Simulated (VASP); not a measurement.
# Sb (Fm-3m) in VASP: further runs

The runs below take Sb through electric field gradients, with PBE.

Program: VASP 6.6.1. These are calculated values, not measurements. Logs are shortened: lines on timing, memory, paths and dates and some standing lists are left out, and cuts for length are marked.

## (1) The cell of the first run

It takes space group Fm-3m (No. 225, cubic). Conventional cell: a = 4.641 Å, b = 4.641 Å, c = 4.641 Å, α = 90.00°, β = 90.00°, γ = 90.00°. Within 4.3 Å of Sb (site symmetry m-3m) lie 12 Sb at 3.28 Å.

## (2) Electric field gradients, PBE (volume scaled by 1.02)

File INCAR:

```
ALGO = Normal
EDIFF = 1E-8
ENCUT = 520
GGA = PE
ISIF = 2
ISMEAR = -1
LASPH = True
LCHARG = False
LEFG = True
LREAL = False
LWAVE = False
NBANDS = 8
NELM = 80
PREC = Accurate
SIGMA = 0.05
```

File KPOINTS:

```
k-points
0
Gamma
  12 12 12
```

File POSCAR:

```
Sb
1.0
    0.0000000000      2.3202653455      2.3202653455
    2.3202653455      0.0000000000      2.3202653455
    2.3202653455      2.3202653455      0.0000000000
Sb
1
Direct
    0.0000000000      0.0000000000      0.0000000000
```

Potentials or basis: VASP PAW PBE potentials, release 64 (Sb).

The run is started by

```bash
cat potpaw_PBE.64/Sb/POTCAR > POTCAR
mpirun -np 1 vasp_std > vasp.out
```

OUTCAR:

```text
EDIFF = 1E-8
   ENCUT = 520
   GGA = PE
   ISIF = 2
   ISMEAR = -1
   LASPH = True
   LREAL = False
   NELM = 80
   PREC = Accurate

 ion  position               nearest neighbor table
   1  0.000  0.000  0.000-

  LATTYP: Found a face centered cubic cell.
 ALAT       =     4.6405306910

  Lattice vectors:

 A1 = (   0.0000000000,   2.3202653455,   2.3202653455)
 A2 = (   2.3202653455,   0.0000000000,   2.3202653455)
 A3 = (   2.3202653455,   2.3202653455,   0.0000000000)

Analysis of symmetry for initial positions (statically):
=====================================================================
 Subroutine PRICEL returns:
 Original cell was already a primitive cell.

 Routine SETGRP: Setting up the symmetry group for a
 face centered cubic supercell.

 Subroutine GETGRP returns: Found 48 space group operations
 (whereof 48 operations were pure point group operations)
 out of a pool of 48 trial point group operations.

The static configuration has the point symmetry O_h .

Analysis of symmetry for dynamics (positions and initial velocities):
=====================================================================
 Subroutine PRICEL returns:
 Original cell was already a primitive cell.

 Routine SETGRP: Setting up the symmetry group for a
 face centered cubic supercell.

 Subroutine GETGRP returns: Found 48 space group operations
 (whereof 48 operations were pure point group operations)
 out of a pool of 48 trial point group operations.

The dynamic configuration has the point symmetry O_h .

 Subroutine INISYM returns: Found 48 space group operations
 (whereof 48 operations are pure point group operations),
 and found     1 'primitive' translations

----------------------------------------------------------------------------------------

                                     Primitive cell

  volume of cell :      24.9829

  direct lattice vectors                    reciprocal lattice vectors
     0.000000000  2.320265346  2.320265346    -0.215492595  0.215492595  0.215492595
     2.320265346  0.000000000  2.320265346     0.215492595 -0.215492595  0.215492595
     2.320265346  2.320265346  0.000000000     0.215492595  0.215492595 -0.215492595

  length of vectors
     3.281350720  3.281350720  3.281350720     0.373244123  0.373244123  0.373244123

  position of ions in fractional coordinates (direct lattice)
     0.000000000  0.000000000  0.000000000

  ion indices of the primitive-cell ions
   primitive index   ion index
                 1           1

----------------------------------------------------------------------------------------

 KPOINTS: k-points

Automatic generation of k-mesh.
 Grid dimensions read from file:
 generate k-points for:   12   12   12

 Generating k-lattice:

  Cartesian coordinates                     Fractional coordinates (reciprocal lattice)
    -0.017957716  0.017957716  0.017957716     0.083333333  0.000000000  0.000000000
     0.017957716 -0.017957716  0.017957716     0.000000000  0.083333333  0.000000000
     0.017957716  0.017957716 -0.017957716     0.000000000  0.000000000  0.083333333

  Length of vectors
     0.031103677  0.031103677  0.031103677

  Shift w.r.t. Gamma in fractional coordinates (k-lattice)
     0.000000000  0.000000000  0.000000000

 Subroutine IBZKPT returns following result:
 ===========================================

 Found     72 irreducible k-points:

 Following reciprocal coordinates:
            Coordinates               Weight
  0.000000  0.000000  0.000000      1.000000
  0.083333  0.000000  0.000000      8.000000
  0.166667  0.000000  0.000000      8.000000
  0.250000  0.000000  0.000000      8.000000
  0.333333  0.000000  0.000000      8.000000
  0.416667  0.000000  0.000000      8.000000
[... 16 lines left out ...]
  0.500000  0.166667  0.000000     24.000000
 -0.416667  0.166667  0.000000     24.000000
 [... further k-points ...]
   k-points           NKPTS =     72   k-points in BZ     NKDIM =     72   number of bands    NBANDS=      8
   number of dos      NEDOS =    301   number of ions     NIONS =      1
   total plane-waves  NPLWV =  13824
   dimension x,y,z NGX =    24 NGY =   24 NGZ =   24
   dimension x,y,z NGXF=    48 NGYF=   48 NGZF=   48
   ions per type =               1
   NGX,Y,Z   is equivalent  to a cutoff of  12.16, 12.16, 12.16 a.u.
   NGXF,Y,Z  is equivalent  to a cutoff of  24.32, 24.32, 24.32 a.u.
 SYSTEM =  unknown system
   PREC   = accura    normal or accurate (medium, high low for compatibility)
   ISTART =      0    job   : 0-new  1-cont  2-samecut
   ICHARG =      2    charge: 1-file 2-atom 10-const
   ISPIN  =      1    spin polarized calculation?
   LNONCOLLINEAR =      F non collinear calculations
   LSORBIT =      F    spin-orbit coupling
   LASPH  =      T    aspherical Exc in radial PAW
   ENCUT  =  520.0 eV  38.22 Ry    6.18 a.u.   6.10  6.10  6.10*2*pi/ulx,y,z
   NELM   =     80;   NELMIN=  2; NELMDL= -5     # of ELM steps
   EDIFF  = 0.1E-07   stopping-criterion for ELM
   LREAL  =      F    real-space projection
   EDIFFG = 0.1E-06   stopping-criterion for IOM
   NSW    =      0    number of steps for IOM
   IBRION =     -1    ionic relax: 0-MD 1-quasi-New 2-CG
   NFREE  =      0    steps in history (QN), initial steepest desc. (CG)
   ISIF   =      2    stress and relaxation
   ISYM   =      2    0-nonsym 1-usesym 2-fastsym
   POTIM  = 0.5000    time-step for ionic-motion
   TEBEG  =    0.0;   TEEND  =   0.0 temperature during run
   PSTRESS=    0.0 pullay stress
   NELECT =       5.0000    total number of electrons
   NUPDOWN=      -1.0000    fix difference up-down
   EMIN   =  10.00;   EMAX   =-10.00  energy-range for DOS
   EFERMI =   0.00;   METHOD = LEGACY
   ISMEAR =    -1;   SIGMA  =   0.05  broadening in eV -4-tet -1-fermi 0-gaus
   EFERMI_NEDOS =   21; number of points for ismear=-14 and -15
   IALGO  =     38    algorithm
   IMIX   =      4    mixing-type and parameters
     AMIX     =   0.40;   BMIX     =  1.00
     AMIX_MAG =   1.60;   BMIX_MAG =  1.00
  volume/ion in A,a.u.               =      24.98       168.59
  Fermi-wavevector in a.u.,A,eV,Ry     =   0.957599  1.809600 12.476495  0.916997
  Thomas-Fermi vector in A             =   2.086632
   LORBIT       =      0    0 simple, 1 ext, 2 COOP (PROOUT), +10 PAW based schemes
   GGA     = PE    functional components
   LHFCALC =     F    Hartree Fock is set to
   AEXX    =    0.0000 exact exchange contribution
   IVDW    =     0    specifies the selected vdW correction
   LEPSILON=     F    determine dielectric tensor
   LRPA    =     F    only Hartree local field effects (RPA)
 non-spin polarized calculation
  energy-cutoff  :      520.00
  volume of cell :       24.98
 maximum number of plane-waves:       692
   NGX = 13   NGY = 13   NGZ = 13

 number of electron       5.0000000 magnetization

 Free energy of the ion-electron system (eV)
  ---------------------------------------------------
  ext. energy  EPLUGINS =         0.00000000
  ---------------------------------------------------
  free energy    TOTEN  =        -3.77359976 eV

  energy without entropy =       -3.76668134  energy(sigma->0) =       -3.77014055

 E-fermi :   9.5926     XC(G=0): -10.5649

 val. band max:        9.5270340143   @ k =   0.5000   0.4167   0.0833
 cond. band min:       9.6011102880   @ k =  -0.1667   0.1667   0.0000
 fundamental gap:      0.0740762737
 Fermi energy:         9.5925872938

 k-point     1 :       0.0000    0.0000    0.0000
  band No.  band energies     occupation
      1      -4.0008      2.00000
      2      15.4283      0.00000
      3      15.4283      0.00000
      4      15.4283      0.00000
      5      19.7402      0.00000
      6      19.7402      0.00000
      7      19.7402      0.00000
      8      19.7647      0.00000

 k-point     2 :       0.0833    0.0000    0.0000
  band No.  band energies     occupation
      1      -3.8532      2.00000
      2      14.0236      0.00000
      3      15.2175      0.00000
      4      15.2175      0.00000
      5      18.7194      0.00000
      6      20.0746      0.00000
      7      20.0746      0.00000
      8      21.7146      0.00000
[... 221 lines left out ...]
 k-point    23 :       0.5000    0.1667    0.0000
  band No.  band energies     occupation
      1       0.2976      2.00000
      2       4.2387      2.00000
      3      10.5952      0.00000
      4      12.1901      0.00000
      5      16.0493      0.00000
      6      20.9338      0.00000
      7      20.9896      0.00000
      8      23.2624      0.00000

 k-point    24 :      -0.4167    0.1667    0.0000
  band No.  band energies     occupation
      1       0.5479      2.00000
      2       3.9023      2.00000
      3      10.1033      0.00007
      4      12.6281      0.00000
      5      16.3848      0.00000
      6      20.4878      0.00000
      7      20.7697      0.00000
      8      23.8747      0.00000

 [... further k-points ...]

------------------------ aborting loop because EDIFF is reached ----------------------------------------

  FORCE on cell =-STRESS in cart. coord.  units (eV):
  Direction    XX          YY          ZZ          XY          YZ          ZX
  --------------------------------------------------------------------------------------
  -------------------------------------------------------------------------------------
  Total        1.0621965      1.0621965      1.0621965      0.0000000     -0.0000000      0.0000000
  in kB       68.1196606     68.1196606     68.1196606      0.0000000     -0.0000000      0.0000000
  external PRESSURE =      68.1196606 kB  Pullay stress =       0.0000000 kB

 VOLUME and BASIS-vectors are now :
 -----------------------------------------------------------------------------
  energy-cutoff  :      520.00
  volume of cell :       24.98
      direct lattice vectors                 reciprocal lattice vectors
     0.000000000  2.320265346  2.320265346    -0.215492595  0.215492595  0.215492595
     2.320265346  0.000000000  2.320265346     0.215492595 -0.215492595  0.215492595
     2.320265346  2.320265346  0.000000000     0.215492595  0.215492595 -0.215492595

 POSITION                                       TOTAL-FORCE (eV/Angst)
 -----------------------------------------------------------------------------------
      0.00000      0.00000      0.00000        -0.000000      0.000000      0.000000
 -----------------------------------------------------------------------------------
    total drift:                               -0.000000      0.000000      0.000000

  FREE ENERGIE OF THE ION-ELECTRON SYSTEM (eV)
  ---------------------------------------------------
  free  energy   TOTEN  =        -3.7735997567 eV

  energy  without entropy=       -3.7666813390  energy(sigma->0) =       -3.77014055

 Electric field gradients (V/A^2)
---------------------------------------------------------------------
 ion       V_xx      V_yy      V_zz      V_xy      V_xz      V_yz
---------------------------------------------------------------------
   1      -0.000    -0.000    -0.000    -0.000    -0.000    -0.000
---------------------------------------------------------------------

 Electric field gradients after diagonalization (V/A^2)
 (convention: |V_zz| > |V_xx| > |V_yy|)
----------------------------------------------------------------------
 ion       V_xx      V_yy      V_zz     asymmetry (V_yy - V_xx)/ V_zz
----------------------------------------------------------------------
   1       0.000     0.000    -0.000       0.000
----------------------------------------------------------------------

           NMR quadrupolar parameters

 Cq : quadrupolar parameter    Cq=e*Q*V_zz/h
 eta: asymmetry parameters     (V_yy - V_xx)/ V_zz
 Q  : nuclear electric quadrupole moment in mb (millibarn)
----------------------------------------------------------------------
 ion       Cq(MHz)       eta       Q (mb)
----------------------------------------------------------------------
   1      -0.000       0.000       1.000
----------------------------------------------------------------------
```

It took 7.2 s on 1 thread of Intel Xeon Platinum 8488C (Sapphire Rapids), shared host; peak memory 0.14 GiB.

What came out:

* Free energy: -3.7736 eV
* Pressure: 6.8 GPa

Levels at points of the mesh, in eV from the Fermi level:
| k point | band 1 | band 2 | band 3 | band 4 | band 5 | band 6 | band 7 |
| --- | --- | --- | --- | --- | --- | --- | --- |
| (0.00, 0.00, 0.00) | -13.59 | 5.84 | 5.84 | 5.84 | 10.15 | 10.15 | 10.15 |
| (0.50, 0.00, 0.00) | -9.41 | -6.37 | 3.95 | 3.95 | 8.62 | 9.23 | 9.23 |
| (0.50, 0.50, 0.00) | -7.56 | -5.40 | 0.34 | 0.34 | 4.16 | 4.52 | 17.95 |

Caveat: without QUAD_EFG the Cq values of the log hold for a quadrupole moment of 1 mb, not for the nuclei; spin-orbit coupling is left out, which moves the levels of the heavy elements.

## (3) Electric field gradients, PBE (volume scaled by 1.02)

File INCAR:

```
SYSTEM = Sb
PREC     = Accurate       ! precision mode
ENCUT    = 520            ! plane-wave cutoff, eV
EDIFF    = 1E-8           ! SCF threshold, eV
ISMEAR   = -1             ! smearing method
SIGMA    = 0.05           ! smearing width, eV
LREAL    = .False.        ! projectors in reciprocal space
LASPH    = .True.         ! aspherical terms in the spheres
NELM     = 100            ! most SCF steps
ALGO     = Normal         ! electronic algorithm
ISIF     = 2              ! what is computed and relaxed
LWAVE    = .False.        ! write WAVECAR
LCHARG   = .False.        ! write CHGCAR
GGA      = PE             ! functional
LEFG     = .True.       
NBANDS   = 8              ! bands
```

File KPOINTS:

```
regular mesh
0
Gamma
  12 12 12
  0 0 0
```

POSCAR is that of step 2.

Potentials or basis: VASP PAW PBE potentials, release 64 (Sb).

The run is started by

```bash
cat potpaw_PBE.64/Sb/POTCAR > POTCAR
mpirun -np 1 vasp_std > vasp.out
```

OUTCAR:

```text
SYSTEM = Sb
   PREC = Accurate
   ENCUT = 520
   EDIFF = 1E-8
   ISMEAR = -1
   LREAL = .False.
   LASPH = .True.
   NELM = 100
   ISIF = 2
   GGA = PE

 ion  position               nearest neighbor table
   1  0.000  0.000  0.000-

  LATTYP: Found a face centered cubic cell.
 ALAT       =     4.6405306910

  Lattice vectors:

 A1 = (   0.0000000000,   2.3202653455,   2.3202653455)
 A2 = (   2.3202653455,   0.0000000000,   2.3202653455)
 A3 = (   2.3202653455,   2.3202653455,   0.0000000000)

[... 467 lines left out ...]
    total drift:                               -0.000000      0.000000      0.000000

  FREE ENERGIE OF THE ION-ELECTRON SYSTEM (eV)
  ---------------------------------------------------
  free  energy   TOTEN  =        -3.7735997567 eV

  energy  without entropy=       -3.7666813390  energy(sigma->0) =       -3.77014055

 Electric field gradients (V/A^2)
---------------------------------------------------------------------
 ion       V_xx      V_yy      V_zz      V_xy      V_xz      V_yz
---------------------------------------------------------------------
   1      -0.000    -0.000    -0.000    -0.000    -0.000    -0.000
---------------------------------------------------------------------

 Electric field gradients after diagonalization (V/A^2)
 (convention: |V_zz| > |V_xx| > |V_yy|)
----------------------------------------------------------------------
 ion       V_xx      V_yy      V_zz     asymmetry (V_yy - V_xx)/ V_zz
----------------------------------------------------------------------
   1       0.000     0.000    -0.000       0.000
----------------------------------------------------------------------

           NMR quadrupolar parameters

 Cq : quadrupolar parameter    Cq=e*Q*V_zz/h
 eta: asymmetry parameters     (V_yy - V_xx)/ V_zz
 Q  : nuclear electric quadrupole moment in mb (millibarn)
----------------------------------------------------------------------
 ion       Cq(MHz)       eta       Q (mb)
----------------------------------------------------------------------
   1      -0.000       0.000       1.000
----------------------------------------------------------------------
```

stdout:

```text
POSCAR found type information on POSCAR Sb
 POSCAR found :  1 types and       1 ions
 scaLAPACK will be used
 LDA part: xc-table for (Slater+PW92), standard interpolation
 POSCAR, INCAR and KPOINTS ok, starting setup
 FFT: planning ... GRIDC
 FFT: planning ... GRID_SOFT
 FFT: planning ... GRID
 WAVECAR not read
 entering main loop
ion   1
```

Wall time 9.9 s (1 thread of Intel Xeon Platinum 8488C (Sapphire Rapids), shared host); peak memory 0.14 GiB.

What came out:

```yaml
Free_energy: -3.7736 eV
Pressure: 6.8 GPa
```

Caveat: without QUAD_EFG the Cq values of the log hold for a quadrupole moment of 1 mb, not for the nuclei; spin-orbit coupling is left out, which moves the levels of the heavy elements.

(Continued in part 2 of 2.)
